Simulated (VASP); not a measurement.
Set up this calculation in VASP 6.6.1, as the native input.

- Task: single point
- Functional: LDA
- Potentials or basis: VASP PAW LDA potentials, release 64 (In_d, P)
- Cutoff: 520 eV
- k mesh: 8 × 8 × 8
- Occupations: gaussian, width 0.01 eV
- Spin: no spin polarisation
- Dipole correction: no
- Further INCAR settings: ALGO = Normal; EDIFF = 1e-06; NBANDS = 16

The structure of InP lies in POSCAR:

```
InP
1.0
    2.8845227653      2.8845227653      0.0000000000
   -2.8845227653      2.8845227653      0.0000000000
    0.0000000000      2.8845227653      2.9311413150
In P
1 1
Direct
    0.0000000000      0.0000000000      0.0000000000
    0.7500000000      0.2500000000      0.5000000000
```

This cell differs from its parent crystal: in-plane strain -0.01.

The input as run:

INCAR

```
SYSTEM = InP
PREC     = Accurate       ! precision mode
ENCUT    = 520            ! plane-wave cutoff, eV
EDIFF    = 1E-6           ! SCF threshold, eV
ISMEAR   = 0              ! smearing method
SIGMA    = 0.01           ! smearing width, eV
LREAL    = .FALSE.        ! projectors in reciprocal space
LASPH    = .TRUE.         ! aspherical terms in the spheres
NELM     = 100            ! most SCF steps
ALGO     = Normal         ! electronic algorithm
ISIF     = 2              ! what is computed and relaxed
LWAVE    = .FALSE.        ! write WAVECAR
LCHARG   = .TRUE.         ! write CHGCAR
LELF     = .TRUE.         ! ELF
LVHAR    = .TRUE.       
NBANDS   = 16             ! bands
```

KPOINTS

```
Automatic mesh
0
G
  8 8 8
  0 0 0
```

Potentials or basis: VASP PAW LDA potentials, release 64 (In_d, P).

The run is started by

```bash
$ cat potpaw_LDA.64/In_d/POTCAR potpaw_LDA.64/P/POTCAR > POTCAR
$ mpirun -np 1 vasp_std > vasp.out
```

Results of the run:

```
Pressure               : 1.0 GPa
Band gap on the k mesh : 0.65 eV, direct
```

Caveat: the cell differs from its parent crystal (in-plane strain -0.01); spin-orbit coupling is left out, which moves the levels of the heavy elements.

It took 20 s on 1 thread of AMD EPYC 9R45 96-Core Processor (Zen 5) (shared host), peak memory 0.15 GiB.
